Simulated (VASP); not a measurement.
# C (Cmme) in VASP: relaxation of cell and atoms with r2SCAN

Aim: the relaxation of cell and atoms of C with r2SCAN.

Program: VASP 6.6.1. These are calculated values, not measurements. Logs are shortened: lines on timing, memory, paths and dates and some standing lists are left out, and cuts for length are marked.

## (1) The cell of the first run

Symmetry: Cmme, No. 67, orthorhombic system. Conventional cell: a = 2.456 Å, b = 4.254 Å, c = 7.173 Å, α = 90.00°, β = 90.00°, γ = 90.00°. C (site symmetry m) has 3 C at 1.42 Å within 1.9 Å.

## (2) Relaxation of cell and atoms, r2SCAN

Input file POSCAR:

```
C
1.0
    1.2280479700     -2.1270618200      0.0000000000
    1.2280479700      2.1270618200      0.0000000000
    0.0000000000      0.0000000000      7.1732677600
C
4
Direct
    0.0833794600      0.9166205400      0.7531376000
    0.5833794600      0.4166205400      0.2468624000
    0.9166205400      0.0833794600      0.2468624000
    0.4166205400      0.5833794600      0.7531376000
```

Input file INCAR.step1:

```
  PREC = Accurate
  ENCUT = 1430
  ISMEAR = 0
  SIGMA = 0.1
  LREAL = F
  LASPH = T
  NELM = 120
  GGA = PE
  ALGO = Normal
  EDIFF = 1E-5
  LWAVE = T
  LCHARG = F
  GGA_COMPAT = F
  IBRION = 2
  ISIF = 3
  EDIFFG = -0.005
  NELMIN = 4
  NSW = 100
```

Input file INCAR.step2:

```
  PREC = Accurate
  ENCUT = 1430
  EDIFF = 1E-7
  ISMEAR = 0
  SIGMA = 0.1
  LREAL = F
  LASPH = T
  NELM = 120
  ALGO = Normal
  ISIF = 3
  LWAVE = F
  LCHARG = F
  METAGGA = R2SCAN
  LMIXTAU = T
  IBRION = 2
  NSW = 80
  EDIFFG = -0.01
  ISTART = 1
  GGA_COMPAT = F
  NELMIN = 4
```

Input file KPOINTS:

```
regular mesh
0
Gamma
  1 1 1
```

Potentials or basis: VASP PAW PBE potentials, release 64 (C_h).

Launch:

```console
cat potpaw_PBE.64/C_h/POTCAR > POTCAR
cp INCAR.step1 INCAR
mpirun -np 1 vasp_gam > vasp.out
cp INCAR.step2 INCAR
mpirun -np 1 vasp_gam > vasp.out
```

OUTCAR:

```text
PREC = Accurate
   ENCUT = 1430
   EDIFF = 1E-7
   ISMEAR = 0
   LREAL = F
   LASPH = T
   NELM = 120
   ISIF = 3
   METAGGA = R2SCAN
   IBRION = 2
   NSW = 80
   EDIFFG = -0.01
   ISTART = 1
   NELMIN = 4

 ion  position               nearest neighbor table
   1  0.083  0.917  0.753-   4 1.42   4 1.42   4 1.42
   2  0.583  0.417  0.247-   3 1.42   3 1.42   3 1.42
   3  0.917  0.083  0.247-   2 1.42   2 1.42   2 1.42
   4  0.417  0.583  0.753-   1 1.42   1 1.42   1 1.42

  LATTYP: Found a hexagonal cell.
 ALAT       =     2.4561135566
 C/A-ratio  =     2.9205765918

  Lattice vectors:

 A1 = (   1.2280479700,  -2.1270618200,   0.0000000000)
 A2 = (   1.2280479700,   2.1270618200,   0.0000000000)
 A3 = (   0.0000000000,   0.0000000000,   7.1732677600)

Analysis of symmetry for initial positions (statically):
=====================================================================
 Subroutine PRICEL returns:
 Original cell was already a primitive cell.

 Routine SETGRP: Setting up the symmetry group for a
 hexagonal supercell.

 Subroutine GETGRP returns: Found  8 space group operations
 (whereof  4 operations were pure point group operations)
 out of a pool of 24 trial point group operations.

The static configuration has the point symmetry C_2h.
 The point group associated with its full space group is D_2h.

Analysis of symmetry for dynamics (positions and initial velocities):
=====================================================================
 Subroutine PRICEL returns:
 Original cell was already a primitive cell.

 Routine SETGRP: Setting up the symmetry group for a
 hexagonal supercell.

 Subroutine GETGRP returns: Found  8 space group operations
 (whereof  4 operations were pure point group operations)
 out of a pool of 24 trial point group operations.

The dynamic configuration has the point symmetry C_2h.
 The point group associated with its full space group is D_2h.

 Subroutine INISYM returns: Found  8 space group operations
 (whereof  4 operations are pure point group operations),
 and found     1 'primitive' translations

----------------------------------------------------------------------------------------

                                     Primitive cell

  volume of cell :      37.4751

  direct lattice vectors                    reciprocal lattice vectors
     1.228047970 -2.127061820  0.000000000     0.407150219 -0.235066041  0.000000000
     1.228047970  2.127061820  0.000000000     0.407150219  0.235066041  0.000000000
     0.000000000  0.000000000  7.173267760     0.000000000  0.000000000  0.139406479

  length of vectors
     2.456113557  2.456113557  7.173267760     0.470135453  0.470135453  0.139406479

  position of ions in fractional coordinates (direct lattice)
     0.083379460  0.916620540  0.753137600
     0.583379460  0.416620540  0.246862400
     0.916620540  0.083379460  0.246862400
     0.416620540  0.583379460  0.753137600

  ion indices of the primitive-cell ions
   primitive index   ion index
                 1           1
                 2           2
                 3           3
                 4           4

----------------------------------------------------------------------------------------

 KPOINTS: regular mesh

Automatic generation of k-mesh.
 Grid dimensions read from file:
 generate k-points for:    1    1    1

 Generating k-lattice:

  Cartesian coordinates                     Fractional coordinates (reciprocal lattice)
     0.407150219 -0.235066041  0.000000000     1.000000000 -0.000000000  0.000000000
     0.407150219  0.235066041  0.000000000    -0.000000000  1.000000000  0.000000000
     0.000000000  0.000000000  0.139406479     0.000000000  0.000000000  1.000000000

  Length of vectors
     0.470135453  0.470135453  0.139406479

  Shift w.r.t. Gamma in fractional coordinates (k-lattice)
     0.000000000  0.000000000  0.000000000

 Subroutine IBZKPT returns following result:
 ===========================================

 Found      1 irreducible k-points:

 Following reciprocal coordinates:
            Coordinates               Weight
  0.000000  0.000000  0.000000      1.000000
   k-points           NKPTS =      1   k-points in BZ     NKDIM =      1   number of bands    NBANDS=     12
   number of dos      NEDOS =    301   number of ions     NIONS =      4
   total plane-waves  NPLWV =  81000
   dimension x,y,z NGX =    30 NGY =   30 NGZ =   90
   dimension x,y,z NGXF=    60 NGYF=   60 NGZF=  180
   ions per type =               4
   NGX,Y,Z   is equivalent  to a cutoff of  20.31, 20.31, 20.86 a.u.
   NGXF,Y,Z  is equivalent  to a cutoff of  40.61, 40.61, 41.72 a.u.
 SYSTEM =  unknown system
   PREC   = accura    normal or accurate (medium, high low for compatibility)
   ISTART =      1    job   : 0-new  1-cont  2-samecut
   ICHARG =      0    charge: 1-file 2-atom 10-const
   ISPIN  =      1    spin polarized calculation?
   LNONCOLLINEAR =      F non collinear calculations
   LSORBIT =      F    spin-orbit coupling
   LASPH  =      T    aspherical Exc in radial PAW
   ENCUT  = 1430.0 eV 105.10 Ry   10.25 a.u.   7.57  7.57 22.12*2*pi/ulx,y,z
   NELM   =    120;   NELMIN=  4; NELMDL=  0     # of ELM steps
   EDIFF  = 0.1E-06   stopping-criterion for ELM
   LREAL  =      F    real-space projection
   EDIFFG = -.1E-01   stopping-criterion for IOM
   NSW    =     80    number of steps for IOM
   IBRION =      2    ionic relax: 0-MD 1-quasi-New 2-CG
   NFREE  =      1    steps in history (QN), initial steepest desc. (CG)
   ISIF   =      3    stress and relaxation
   ISYM   =      2    0-nonsym 1-usesym 2-fastsym
   POTIM  = 0.5000    time-step for ionic-motion
   TEBEG  =    0.0;   TEEND  =   0.0 temperature during run
   PSTRESS=    0.0 pullay stress
   NELECT =      16.0000    total number of electrons
   NUPDOWN=      -1.0000    fix difference up-down
   EMIN   =  10.00;   EMAX   =-10.00  energy-range for DOS
   EFERMI =   0.00;   METHOD = LEGACY
   ISMEAR =     0;   SIGMA  =   0.10  broadening in eV -4-tet -1-fermi 0-gaus
   EFERMI_NEDOS =   21; number of points for ismear=-14 and -15
   IALGO  =     38    algorithm
   IMIX   =      4    mixing-type and parameters
     AMIX     =   0.40;   BMIX     =  1.00
     AMIX_MAG =   1.60;   BMIX_MAG =  1.00
  volume/ion in A,a.u.               =       9.37        63.22
  Fermi-wavevector in a.u.,A,eV,Ry     =   1.232728  2.329519 20.675669  1.519619
  Thomas-Fermi vector in A             =   2.367487
   LORBIT       =      0    0 simple, 1 ext, 2 COOP (PROOUT), +10 PAW based schemes
   METAGGA = R2SCAN    functional components
   LHFCALC =     F    Hartree Fock is set to
   AEXX    =    0.0000 exact exchange contribution
   IVDW    =     0    specifies the selected vdW correction
   LEPSILON=     F    determine dielectric tensor
   LRPA    =     F    only Hartree local field effects (RPA)
 conjugate gradient relaxation of ions
 non-spin polarized calculation
 Gauss-broadening in eV      SIGMA  =   0.10
  energy-cutoff  :     1430.00
  volume of cell :       37.48
 maximum number of plane-waves:      2300
 NGX is ok and might be reduce to    30
   NGX = 15   NGY = 15   NGZ = 45

--------------------------------------- Ionic step        1  -------------------------------------------

 number of electron      16.0000001 magnetization

 Free energy of the ion-electron system (eV)
  ---------------------------------------------------
  ext. energy  EPLUGINS =         0.00000000
  ---------------------------------------------------
  free energy    TOTEN  =       -25.74841563 eV

  energy without entropy =      -25.74841563  energy(sigma->0) =      -25.74841563

------------------------ aborting loop because EDIFF is reached ----------------------------------------

  FORCE on cell =-STRESS in cart. coord.  units (eV):
  Direction    XX          YY          ZZ          XY          YZ          ZX
  --------------------------------------------------------------------------------------
  -------------------------------------------------------------------------------------
  Total        6.0161914      6.0570097      2.4411529      0.0000000      0.0000000      0.0000000
  in kB      257.2111235    258.9562340    104.3669733      0.0000000      0.0000000      0.0000000
  external PRESSURE =     206.8447769 kB  Pullay stress =       0.0000000 kB
[... 152 lines left out ...]
 k-point     1 :       0.0000    0.0000    0.0000
  band No.  band energies     occupation
      1     -17.4092      2.00000
      2     -17.3903      2.00000
      3      -5.2997      2.00000
      4      -4.9838      2.00000
      5      -0.4250      2.00000
      6      -0.4247      2.00000
      7      -0.3674      2.00000
      8      -0.3665      2.00000
      9       5.8805      0.00000
     10       9.1106      0.00000
     11      11.3133      0.00000
     12      11.3178      0.00000

[... ionic steps 4 to 17 ...]

--------------------------------------- Ionic step       18  -------------------------------------------

 number of electron      16.0000000 magnetization

------------------------ aborting loop because EDIFF is reached ----------------------------------------

  FORCE on cell =-STRESS in cart. coord.  units (eV):
  Direction    XX          YY          ZZ          XY          YZ          ZX
  --------------------------------------------------------------------------------------
  -------------------------------------------------------------------------------------
  Total        0.2223793      0.1123831      0.0226718      0.0000000      0.0000000      0.0000000
  in kB        6.8636466      3.4686576      0.6997563      0.0000000      0.0000000      0.0000000
  external PRESSURE =       3.6773535 kB  Pullay stress =       0.0000000 kB
[... 61 lines left out ...]
  energy  without entropy=      -26.0894410321  energy(sigma->0) =      -26.08944103

--------------------------------------- Ionic step       20  -------------------------------------------

 number of electron      16.0000000 magnetization

 Free energy of the ion-electron system (eV)
  ---------------------------------------------------
  ext. energy  EPLUGINS =         0.00000000
  ---------------------------------------------------
  free energy    TOTEN  =       -26.08945768 eV

  energy without entropy =      -26.08945768  energy(sigma->0) =      -26.08945768

 E-fermi :  -0.1487     XC(G=0):  -8.4218

 val. band max:       -0.6874587327   @ k =   0.0000   0.0000   0.0000
 cond. band min:       5.6270132226   @ k =   0.0000   0.0000   0.0000
 fundamental gap:      6.3144719553
 Fermi energy:        -0.1487313396

 k-point     1 :       0.0000    0.0000    0.0000
  band No.  band energies     occupation
      1     -17.6803      2.00000
      2     -17.6680      2.00000
      3      -5.5359      2.00000
      4      -5.3015      2.00000
      5      -0.6925      2.00000
      6      -0.6920      2.00000
      7      -0.6876      2.00000
      8      -0.6875      2.00000
      9       5.6270      0.00000
     10       8.5913      0.00000
     11      11.0518      0.00000
     12      11.0546      0.00000
[... 29 lines left out ...]
  FREE ENERGIE OF THE ION-ELECTRON SYSTEM (eV)
  ---------------------------------------------------
  free  energy   TOTEN  =       -26.0894576767 eV

  energy  without entropy=      -26.0894576767  energy(sigma->0) =      -26.08945768

 reached required accuracy - stopping structural energy minimisation
```

Run time: 7.4 min. Hardware: 1 thread of Intel Xeon Platinum 8488C (Sapphire Rapids), shared host; peak memory 0.27 GiB.

What came out:

| Item | Value |
| --- | --- |
| Free energy | -26.0895 eV |
| Relaxed volume | 13.12 Å³/atom |
| Relaxed cell | a = 2.506 Å, b = 2.506 Å, c = 9.645 Å, α = 90.00°, β = 90.00°, γ = 119.97° |
| Space group after relaxing (to 0.1 Å) | Fmmm (No. 69) |
| Energy gained by relaxing | 85.3 meV/atom |
| Ionic steps | 20 |
| Pressure after relaxing | 0.0 GPa |
| Largest force after relaxing | 0.008 eV/Å |

Forces in eV/Å, atoms in the order of the input:
```
C    0.000  0.008 -0.001
C    0.000  0.008  0.001
C    0.000 -0.008  0.001
C    0.000 -0.008 -0.001
```

Stress tensor (GPa, compression positive):
```
0.04 0.00 0.00
0.00 0.10 0.00
0.00 0.00 0.00
```

Step by step:
```tsv
step	energy change (eV)	largest force (eV/Å)	pressure (GPa)	volume (Å³)
1	0.0000	0.0485	20.68	37.48
2	0.5575	0.3050	-30.80	44.40
3	-0.1331	0.1151	0.98	39.50
4	-0.1335	0.1094	1.89	39.40
5	-0.1827	0.8124	1.29	40.46
6	-0.2022	1.8785	0.88	41.66
7	-0.2101	1.7785	0.84	41.80
8	-0.2316	1.4791	0.74	42.20
9	-0.2658	0.8837	0.61	43.01
10	-0.3017	0.2936	0.56	44.62
11	-0.3052	0.8040	0.61	45.32
12	-0.3135	0.6146	0.61	45.87
13	-0.3294	0.0406	0.68	47.53
14	-0.3274	1.1335	1.00	50.83
15	-0.3334	0.5273	0.82	49.14
16	-0.3386	0.2356	0.60	50.39
17	-0.3407	0.1665	0.33	52.14
18	-0.3407	0.1142	0.37	51.91
19	-0.3410	0.0199	0.12	52.34
20	-0.3410	0.0080	0.05	52.47
```

Final structure:
```
C
1.0
     1.25351   -2.16993    0.00000
     1.25351    2.16993    0.00000
     0.00000    0.00000    9.64480
C
4
Direct
  0.08333 0.91667 0.75159
  0.58333 0.41667 0.24841
  0.91667 0.08333 0.24841
  0.41667 0.58333 0.75159
```

Caveat: the k points lie up to 2.89 Å⁻¹ apart in the final cell, too coarse for converged energies, forces and pressures; the volume moved by over 15 % at a fixed basis, so the end points are rough; the PAW data sets were made with another functional, which shifts forces and pressure a little.
